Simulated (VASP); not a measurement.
# Fe (Fmmm) in VASP: notebook

The runs below take Fe through single point, with PBE.

Everything below comes from runs of VASP 6.6.1. Logs are shortened: lines on timing, memory, paths and dates and some standing lists are left out, and cuts for length are marked.

## 1. The cell of the first run

Symmetry: Fmmm, No. 69, orthorhombic system. The conventional cell has a = 3.400 Å, b = 3.452 Å, c = 3.710 Å, α = 90.00°, β = 90.00°, γ = 90.00°. Fe (site symmetry mmm) has 12 Fe at 2.42 to 2.53 Å within 3.2 Å.

## 2. Single point, PBE, collinear spin, antiferromagnetic start

INCAR reads:

```
SYSTEM = Fe
ALGO = Normal ; EDIFF = 1E-6
ENCUT = 520 ; GGA = PE
ISIF = 2 ; ISMEAR = -1
ISPIN = 2 ; LASPH = .TRUE.
LCHARG = .TRUE. ; LELF = .TRUE.
LMAXMIX = 4 ; LORBIT = 11
LREAL = .FALSE. ; LVHAR = .TRUE.
LWAVE = .FALSE. ; MAGMOM = -3 3
NBANDS = 19 ; NELM = 150
PREC = Accurate ; SIGMA = 0.05
```

KPOINTS reads:

```
k-points
0
G
  10 10 7
  0 0 0
```

POSCAR reads:

```
Fe
1.0
    1.7000753688     -1.7262356591      0.0000000000
    1.7000753688      1.7262356591      0.0000000000
    0.0000000000      0.0000000000      3.7097032485
Fe
2
Direct
    0.5000000000      0.5000000000      0.5000000000
    0.0000000000      0.0000000000      0.0000000000
```

Potentials or basis: VASP PAW PBE potentials, release 64 (Fe).

On the command line:

```sh
$ cat potpaw_PBE.64/Fe/POTCAR > POTCAR
$ mpirun -np 1 vasp_std > vasp.out
```

OUTCAR:

```text
SYSTEM = Fe
   EDIFF = 1E-6
   ENCUT = 520
   GGA = PE
   ISIF = 2
   ISMEAR = -1
   ISPIN = 2
   LASPH = .TRUE.
   LORBIT = 11
   LREAL = .FALSE.
   NELM = 150
   PREC = Accurate

 ion  position               nearest neighbor table
   1  0.500  0.500  0.500-   2 2.52   2 2.52   2 2.52   2 2.52   2 2.53   2 2.53   2 2.53   2 2.53

   2  0.000  0.000  0.000-   1 2.52   1 2.52   1 2.52   1 2.52   1 2.53   1 2.53   1 2.53   1 2.53

  LATTYP: Found a base centered orthorhombic cell.
 ALAT       =     3.4001507376
 B/A-ratio  =     1.0153877239
 C/A-ratio  =     1.0910408199

  Lattice vectors:

 A1 = (   1.7000753688,  -1.7262356591,   0.0000000000)
 A2 = (   1.7000753688,   1.7262356591,   0.0000000000)
 A3 = (   0.0000000000,   0.0000000000,   3.7097032485)

Analysis of symmetry for initial positions (statically):
=====================================================================
 Subroutine PRICEL returns following result:

  LATTYP: Found a face centered orthorhombic cell.
 ALAT       =     3.4001507376
 B/A-ratio  =     1.0153877239
 C/A-ratio  =     1.0910408199

  Lattice vectors:

 A1 = (   0.0000000000,  -1.7262356591,  -1.8548516242)
 A2 = (   1.7000753688,   0.0000000000,  -1.8548516242)
 A3 = (   1.7000753688,  -1.7262356591,   0.0000000000)

   2 primitive cells build up your supercell.

 Routine SETGRP: Setting up the symmetry group for a
 base centered orthorhombic supercell.

 Subroutine GETGRP returns: Found  8 space group operations
 (whereof  8 operations were pure point group operations)
 out of a pool of  8 trial point group operations.

The static configuration has the point symmetry D_2h.

Analysis of symmetry for dynamics (positions and initial velocities):
=====================================================================
 Subroutine PRICEL returns following result:

  LATTYP: Found a face centered orthorhombic cell.
 ALAT       =     3.4001507376
 B/A-ratio  =     1.0153877239
 C/A-ratio  =     1.0910408199

  Lattice vectors:

 A1 = (   0.0000000000,  -1.7262356591,  -1.8548516242)
 A2 = (   1.7000753688,   0.0000000000,  -1.8548516242)
 A3 = (   1.7000753688,  -1.7262356591,   0.0000000000)

   2 primitive cells build up your supercell.

 Routine SETGRP: Setting up the symmetry group for a
 base centered orthorhombic supercell.

 Subroutine GETGRP returns: Found  8 space group operations
 (whereof  8 operations were pure point group operations)
 out of a pool of  8 trial point group operations.

The dynamic configuration has the point symmetry D_2h.

Analysis of structural, dynamic, and magnetic symmetry:
=====================================================================
 Subroutine PRICEL returns following result:

  LATTYP: Found a face centered orthorhombic cell.
 ALAT       =     3.4001507376
 B/A-ratio  =     1.0153877239
 C/A-ratio  =     1.0910408199

  Lattice vectors:

 A1 = (   0.0000000000,  -1.7262356591,  -1.8548516242)
 A2 = (   1.7000753688,   0.0000000000,  -1.8548516242)
 A3 = (   1.7000753688,  -1.7262356591,   0.0000000000)

   2 primitive cells build up your supercell.

 Routine SETGRP: Setting up the symmetry group for a
 base centered orthorhombic supercell.

 Subroutine GETGRP returns: Found  8 space group operations
 (whereof  8 operations were pure point group operations)
 out of a pool of  8 trial point group operations.

The overall configuration has the point symmetry D_2h.

 Subroutine INISYM returns: Found  8 space group operations
 (whereof  8 operations are pure point group operations),
 and found     2 'primitive' translations

----------------------------------------------------------------------------------------

                                     Primitive cell

  volume of cell :      10.8870

  direct lattice vectors                    reciprocal lattice vectors
     0.000000000 -1.726235659 -1.854851624    -0.294104608 -0.289647591 -0.269563341
     1.700075369  0.000000000 -1.854851624     0.294104608  0.289647591 -0.269563341
     1.700075369 -1.726235659  0.000000000     0.294104608 -0.289647591  0.269563341

  length of vectors
     2.533843740  2.516094356  2.422838379     0.493008765  0.493008765  0.493008765

  position of ions in fractional coordinates (direct lattice)
     0.000000000  0.000000000  0.000000000

  ion indices of the primitive-cell ions
   primitive index   ion index
                 1           1

----------------------------------------------------------------------------------------

 KPOINTS: k-points

Automatic generation of k-mesh.
 Grid dimensions read from file:
 generate k-points for:   10   10    7

 Generating k-lattice:

  Cartesian coordinates                     Fractional coordinates (reciprocal lattice)
     0.029410461 -0.028964759  0.000000000     0.100000000  0.000000000  0.000000000
     0.029410461  0.028964759  0.000000000     0.000000000  0.100000000  0.000000000
     0.000000000  0.000000000  0.038509049     0.000000000  0.000000000  0.142857143

  Length of vectors
     0.041278717  0.041278717  0.038509049

  Shift w.r.t. Gamma in fractional coordinates (k-lattice)
     0.000000000  0.000000000  0.000000000

 Subroutine IBZKPT returns following result:
 ===========================================

 Found    124 irreducible k-points:

 Following reciprocal coordinates:
            Coordinates               Weight
  0.000000  0.000000  0.000000      1.000000
  0.100000  0.000000  0.000000      4.000000
  0.200000  0.000000  0.000000      4.000000
  0.300000  0.000000  0.000000      4.000000
  0.400000  0.000000  0.000000      4.000000
  0.500000  0.000000  0.000000      2.000000
[... 16 lines left out ...]
  0.300000  0.300000  0.000000      2.000000
  0.400000  0.300000  0.000000      4.000000
 [... further k-points ...]
   k-points           NKPTS =    124   k-points in BZ     NKDIM =    124   number of bands    NBANDS=     19
   number of dos      NEDOS =    301   number of ions     NIONS =      2
   total plane-waves  NPLWV =   9072
   dimension x,y,z NGX =    18 NGY =   18 NGZ =   28
   dimension x,y,z NGXF=    36 NGYF=   36 NGZF=   56
   ions per type =               2
   NGX,Y,Z   is equivalent  to a cutoff of  12.35, 12.35, 12.55 a.u.
   NGXF,Y,Z  is equivalent  to a cutoff of  24.70, 24.70, 25.10 a.u.
 SYSTEM =  Fe
   PREC   = accura    normal or accurate (medium, high low for compatibility)
   ISTART =      0    job   : 0-new  1-cont  2-samecut
   ICHARG =      2    charge: 1-file 2-atom 10-const
   ISPIN  =      2    spin polarized calculation?
   LNONCOLLINEAR =      F non collinear calculations
   LSORBIT =      F    spin-orbit coupling
   LASPH  =      T    aspherical Exc in radial PAW
   ENCUT  =  520.0 eV  38.22 Ry    6.18 a.u.   4.50  4.50  6.90*2*pi/ulx,y,z
   NELM   =    150;   NELMIN=  2; NELMDL= -5     # of ELM steps
   EDIFF  = 0.1E-05   stopping-criterion for ELM
   LREAL  =      F    real-space projection
   EDIFFG = 0.1E-04   stopping-criterion for IOM
   NSW    =      0    number of steps for IOM
   IBRION =     -1    ionic relax: 0-MD 1-quasi-New 2-CG
   NFREE  =      0    steps in history (QN), initial steepest desc. (CG)
   ISIF   =      2    stress and relaxation
   ISYM   =      2    0-nonsym 1-usesym 2-fastsym
   POTIM  = 0.5000    time-step for ionic-motion
   TEBEG  =    0.0;   TEEND  =   0.0 temperature during run
   PSTRESS=    0.0 pullay stress
   NELECT =      16.0000    total number of electrons
   NUPDOWN=      -1.0000    fix difference up-down
   EMIN   =  10.00;   EMAX   =-10.00  energy-range for DOS
   EFERMI =   0.00;   METHOD = LEGACY
   ISMEAR =    -1;   SIGMA  =   0.05  broadening in eV -4-tet -1-fermi 0-gaus
   EFERMI_NEDOS =   21; number of points for ismear=-14 and -15
   IALGO  =     38    algorithm
   IMIX   =      4    mixing-type and parameters
     AMIX     =   0.40;   BMIX     =  1.00
     AMIX_MAG =   1.60;   BMIX_MAG =  1.00
  volume/ion in A,a.u.               =      10.89        73.47
  Fermi-wavevector in a.u.,A,eV,Ry     =   1.477301  2.791694 29.693606  2.182418
  Thomas-Fermi vector in A             =   2.591722
   LORBIT       =     11    0 simple, 1 ext, 2 COOP (PROOUT), +10 PAW based schemes
   GGA     = PE    functional components
   LHFCALC =     F    Hartree Fock is set to
   AEXX    =    0.0000 exact exchange contribution
   IVDW    =     0    specifies the selected vdW correction
   LEPSILON=     F    determine dielectric tensor
   LRPA    =     F    only Hartree local field effects (RPA)
 spin polarized calculation
  energy-cutoff  :      520.00
  volume of cell :       21.77
 maximum number of plane-waves:       602
   NGX =  9   NGY =  9   NGZ = 13

 number of electron      16.0000016 magnetization      -0.0000000

 number of electron      16.0000016 magnetization       0.0000000

 Free energy of the ion-electron system (eV)
  ---------------------------------------------------
  ext. energy  EPLUGINS =         0.00000000
  ---------------------------------------------------
  free energy    TOTEN  =       -16.29636521 eV

  energy without entropy =      -16.27399301  energy(sigma->0) =      -16.28517911

 E-fermi :   6.4652     XC(G=0): -13.3867

 val. band max:        6.4602785953   @ k =  -0.2000   0.2000   0.2857
 cond. band min:       6.4683357556   @ k =  -0.3000   0.2000   0.4286
 fundamental gap:      0.0080571603
 Fermi energy:         6.4652477914

 spin component 1

 k-point     1 :       0.0000    0.0000    0.0000
  band No.  band energies     occupation
      1      -2.3391      1.00000
      2       1.5388      1.00000
      3       2.3171      1.00000
      4       4.4114      1.00000
      5       4.6569      1.00000
      6       4.7332      1.00000
[... 505 lines left out ...]
      6       5.9088      0.99999
[... 11 lines left out ...]
     18      23.6139      0.00000
     19      27.4936      0.00000

 [... further k-points ...]

 spin component 2

 k-point     1 :       0.0000    0.0000    0.0000
  band No.  band energies     occupation
      1      -2.3391      1.00000
      2       1.5388      1.00000
      3       2.3171      1.00000
      4       4.4114      1.00000
      5       4.6569      1.00000
      6       4.7332      1.00000
[... 505 lines left out ...]
      6       5.9088      0.99999
[... 11 lines left out ...]
     18      23.6139      0.00000
     19      27.4936      0.00000

 [... further k-points ...]
[... 5 lines left out ...]
  --------------------------------------------------------------------------------------
  -------------------------------------------------------------------------------------
  Total       -0.1059084     -0.2243472     -0.3128320      0.0000000      0.0000000      0.0000000
  in kB       -7.7929798    -16.5079761    -23.0188891      0.0000000      0.0000000      0.0000000
  external PRESSURE =     -15.7732817 kB  Pullay stress =       0.0000000 kB

 VOLUME and BASIS-vectors are now :
 -----------------------------------------------------------------------------
  energy-cutoff  :      520.00
  volume of cell :       21.77
      direct lattice vectors                 reciprocal lattice vectors
     1.700075369 -1.726235659  0.000000000     0.294104608 -0.289647591  0.000000000
     1.700075369  1.726235659  0.000000000     0.294104608  0.289647591  0.000000000
     0.000000000  0.000000000  3.709703248     0.000000000  0.000000000  0.269563341

 POSITION                                       TOTAL-FORCE (eV/Angst)
 -----------------------------------------------------------------------------------
      1.70008      0.00000      1.85485        -0.000000     -0.000000      0.000000
      0.00000      0.00000      0.00000         0.000000      0.000000      0.000000
 -----------------------------------------------------------------------------------
    total drift:                               -0.000000     -0.000000     -0.000000

  FREE ENERGIE OF THE ION-ELECTRON SYSTEM (eV)
  ---------------------------------------------------
  free  energy   TOTEN  =       -16.2963652060 eV

  energy  without entropy=      -16.2739930072  energy(sigma->0) =      -16.28517911

 total charge

# of ion       s       p       d       tot
------------------------------------------
    1        0.512   0.592   6.249   7.353
    2        0.512   0.592   6.249   7.353
--------------------------------------------------
tot          1.023   1.185  12.498  14.706

 magnetization (x)

# of ion       s       p       d       tot
------------------------------------------
    1       -0.019  -0.038  -1.577  -1.634
    2        0.019   0.038   1.577   1.634
--------------------------------------------------
tot         -0.000   0.000   0.000   0.000
```

It took 33 s on 1 thread of Intel Xeon 6975P-C (Granite Rapids), shared host; peak memory 0.18 GiB.

Results:

```
Free energy                                           : -16.2964 eV
Pressure                                              : -1.6 GPa
Band gap on the k mesh                                : zero (filled and empty bands overlap)
Net moment                                            : 0.00 μB per cell
Site moments                                          : Fe -1.63, +1.63 μB
Valence electrons inside the program's atomic spheres : Fe 7.35
```

Stress tensor (GPa, compression positive):
```
-0.78  0.00  0.00
 0.00 -1.65  0.00
 0.00  0.00 -2.30
```

Levels at points of the mesh, in eV from the Fermi level:
Spin up:
```
           k point  band 4  band 5  band 6  band 7  band 8  band 9  band 10  band 11  band 12  band 13
(0.00, 0.00, 0.00)   -2.05   -1.81   -1.73   -0.82   -0.62    1.15     1.18     1.56     1.56     9.53
(0.50, 0.00, 0.00)   -2.97   -2.26   -1.88   -1.84   -1.06    0.24     0.68     2.13     3.10    11.76
(0.50, 0.50, 0.00)   -4.19    0.29    0.59    0.78    0.82    1.02     1.71     3.26     3.66    11.25
```
Spin down:
| k point | band 5 | band 6 | band 7 | band 8 | band 9 | band 10 | band 11 | band 12 |
| --- | --- | --- | --- | --- | --- | --- | --- | --- |
| (0.00, 0.00, 0.00) | -1.81 | -1.73 | -0.82 | -0.62 | 1.15 | 1.18 | 1.56 | 1.56 |
| (0.50, 0.00, 0.00) | -2.26 | -1.88 | -1.84 | -1.06 | 0.24 | 0.68 | 2.13 | 3.10 |
| (0.50, 0.50, 0.00) | 0.29 | 0.59 | 0.78 | 0.82 | 1.02 | 1.71 | 3.26 | 3.66 |

## 3. Single point, PBE, non-collinear spin, typed start, spin-orbit coupling

INCAR reads:

```
SYSTEM = Fe
ALGO = Normal
EDIFF = 1E-6
ENCUT = 520
GGA = PE
GGA_COMPAT = .False.
ISIF = 2
ISMEAR = -1
LASPH = .True.
LCHARG = .True.
LMAXMIX = 4
LORBIT = 11
LORBMOM = .True.
LREAL = .False.
LSORBIT = .True.
LVHAR = .True.
LWAVE = .False.
MAGMOM = 0 0 -1.6 0 0 1.6
NBANDS = 28
NELM = 150
PREC = Accurate
SIGMA = 0.05
```

KPOINTS reads:

```
k-points
0
Gamma
  10 10 7
  0 0 0
```

POSCAR is that of step 2.

Potentials or basis: VASP PAW PBE potentials, release 64 (Fe).

On the command line:

```sh
$ cat potpaw_PBE.64/Fe/POTCAR > POTCAR
$ mpirun -np 1 vasp_ncl > vasp.out
```

OUTCAR:

```text
SYSTEM = Fe
   EDIFF = 1E-6
   ENCUT = 520
   GGA = PE
   ISIF = 2
   ISMEAR = -1
   LASPH = .True.
   LORBIT = 11
   LREAL = .False.
   LSORBIT = .True.
   NELM = 150
   PREC = Accurate

 ion  position               nearest neighbor table
   1  0.500  0.500  0.500-   2 2.52   2 2.52   2 2.52   2 2.52   2 2.53   2 2.53   2 2.53   2 2.53

   2  0.000  0.000  0.000-   1 2.52   1 2.52   1 2.52   1 2.52   1 2.53   1 2.53   1 2.53   1 2.53

  LATTYP: Found a base centered orthorhombic cell.
 ALAT       =     3.4001507376
 B/A-ratio  =     1.0153877239
 C/A-ratio  =     1.0910408199

  Lattice vectors:

 A1 = (   1.7000753688,  -1.7262356591,   0.0000000000)
 A2 = (   1.7000753688,   1.7262356591,   0.0000000000)
 A3 = (   0.0000000000,   0.0000000000,   3.7097032485)

Analysis of symmetry for initial positions (statically):
=====================================================================
 Subroutine PRICEL returns following result:

  LATTYP: Found a face centered orthorhombic cell.
[... 1039 lines left out ...]
     0.0000000     0.0000000     0.0000000     0.0000000     0.0000000     0.0000000     0.0000000
     0.0000000     0.0000000     0.0000000     0.0000000     0.0000000     0.0000000     0.0000000
     0.0000000     0.0000000     0.0000000     0.0000000     0.0000000     0.0000000     0.0000000
     0.0000000     0.0000000     0.0000000     0.0000000     0.0000000     0.0000000     0.0000000
     0.0000000     0.0000000     0.0000000     0.0000000     0.0000000     0.0000000     0.0000000
     0.0000000     0.0000000     0.0000000     0.0000000     0.0000000     0.0000000     0.0000000

 Ion:    2  E_soc:     -0.0131266
 l=   1
     0.0000000    -0.0003506    -0.0003372
    -0.0003506     0.0000000    -0.0003508
    -0.0003372    -0.0003508     0.0000000
 l=   2
     0.0000000    -0.0003466     0.0000000    -0.0003440    -0.0015376
    -0.0003466     0.0000000    -0.0011325    -0.0003062    -0.0003613
     0.0000000    -0.0011325     0.0000000    -0.0011315     0.0000000
    -0.0003440    -0.0003062    -0.0011315     0.0000000    -0.0003651
    -0.0015376    -0.0003613     0.0000000    -0.0003651     0.0000000
 l=   3
     0.0000000     0.0000000     0.0000000     0.0000000     0.0000000     0.0000000     0.0000000
     0.0000000     0.0000000     0.0000000     0.0000000     0.0000000     0.0000000     0.0000000
     0.0000000     0.0000000     0.0000000     0.0000000     0.0000000     0.0000000     0.0000000
     0.0000000     0.0000000     0.0000000     0.0000000     0.0000000     0.0000000     0.0000000
     0.0000000     0.0000000     0.0000000     0.0000000     0.0000000     0.0000000     0.0000000
     0.0000000     0.0000000     0.0000000     0.0000000     0.0000000     0.0000000     0.0000000
     0.0000000     0.0000000     0.0000000     0.0000000     0.0000000     0.0000000     0.0000000

 total charge

# of ion       s       p       d       tot
------------------------------------------
    1        0.512   0.593   6.249   7.353
    2        0.512   0.593   6.249   7.353
--------------------------------------------------
tot          1.023   1.185  12.497  14.706

 magnetization (x)

# of ion       s       p       d       tot
------------------------------------------
    1        0.000   0.000   0.000   0.000
    2        0.000   0.000   0.000   0.000
--------------------------------------------------
tot          0.000   0.000   0.000   0.000

 magnetization (y)

# of ion       s       p       d       tot
------------------------------------------
    1        0.000   0.000   0.000   0.000
    2        0.000   0.000   0.000   0.000
--------------------------------------------------
tot          0.000   0.000   0.000   0.000

 magnetization (z)

# of ion       s       p       d       tot
------------------------------------------
    1       -0.019  -0.038  -1.575  -1.632
    2        0.019   0.038   1.575   1.632
--------------------------------------------------
tot          0.000   0.000   0.000   0.000
```

OSZICAR:

```text
N       E                     dE             d eps       ncg     rms          rms(c)
DAV:   1     0.113115607263E+03    0.11312E+03   -0.68233E+03  7224   0.150E+03
DAV:   2    -0.128671044187E+02   -0.12598E+03   -0.11608E+03  6948   0.304E+02
DAV:   3    -0.191478117908E+02   -0.62807E+01   -0.55953E+01  7344   0.965E+01
[... 27 lines left out ...]
DAV:  31    -0.163099408506E+02    0.92052E-06   -0.54965E-05  6984   0.896E-02    0.139E-03
DAV:  32    -0.163099400532E+02    0.79738E-06   -0.29448E-05  6992   0.651E-02    0.117E-03
DAV:  33    -0.163099397926E+02    0.26060E-06   -0.17685E-05  7012   0.492E-02    0.895E-04
DAV:  34    -0.163099394496E+02    0.34303E-06   -0.10453E-05  6976   0.393E-02    0.618E-04
DAV:  35    -0.163099395420E+02   -0.92391E-07   -0.73962E-06  7008   0.326E-02
   1 F= -.16309940E+02 E0= -.16298769E+02  d E =-.223417E-01  mag=    -0.0000    -0.0000     0.0000
```

stdout:

```text
POSCAR found type information on POSCAR Fe
 POSCAR found :  1 types and       2 ions
 scaLAPACK will be used
 LDA part: xc-table for (Slater+PW92), standard interpolation
 POSCAR, INCAR and KPOINTS ok, starting setup
 FFT: planning ... GRIDC
 FFT: planning ... GRID_SOFT
 FFT: planning ... GRID
 WAVECAR not read
 entering main loop
```

Run time: 2.4 min. Hardware: 1 thread of Intel Xeon 6975P-C (Granite Rapids), shared host; peak memory 0.23 GiB.

What came out:

```
Free energy                                           : -16.3099 eV
Pressure                                              : -1.6 GPa
Net moment                                            : 0.00 μB per cell
Valence electrons inside the program's atomic spheres : Fe 7.35
```

Stress tensor (GPa, compression positive):
```
-0.81  0.00  0.00
 0.00 -1.59  0.00
 0.00  0.00 -2.33
```

Moments on the atoms (μB; x, y, z):
```
Fe   0.00  0.00 -1.63
Fe   0.00  0.00  1.63
```

Caveat: the starting moments collapsed, and a magnetic state may lie lower.
